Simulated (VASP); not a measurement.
A run of VASP 6.6.1:

Contents of INCAR:

```
SYSTEM = Sb
  PREC = Accurate
  ENCUT = 520
  EDIFF = 1E-7
  ISMEAR = -1
  SIGMA = 0.05
  LREAL = .False.
  LASPH = .True.
  NELM = 60
  ALGO = Normal
  ISIF = 2
  LWAVE = .False.
  LCHARG = .False.
  GGA = RE
  NBANDS = 8
```

Contents of KPOINTS:

```
Automatic mesh
0
Gamma
  12 12 12
  0 0 0
```

POSCAR

```
Sb
1.0
   -1.6203891707      1.6203891707      2.6709010924
    1.6203891707     -1.6203891707      2.6709010924
    1.6203891707      1.6203891707     -2.6709010924
Sb
1
Direct
    0.0000000000      0.0000000000      0.0000000000
```

Potentials or basis: VASP PAW PBE potentials, release 64 (Sb).

Launch:

```sh
$ cat potpaw_PBE.64/Sb/POTCAR > POTCAR
$ mpirun -np 1 vasp_std > vasp.out
```

Hardware: 1 thread of Intel Xeon 6975P-C (shared host).

Task: Estimate the wall time of this run.

Result: Wall time 29 s on 1 thread of Intel Xeon 6975P-C, on a shared host, peak memory 0.18 GiB. Counts: scf iterations 12, k points 163.
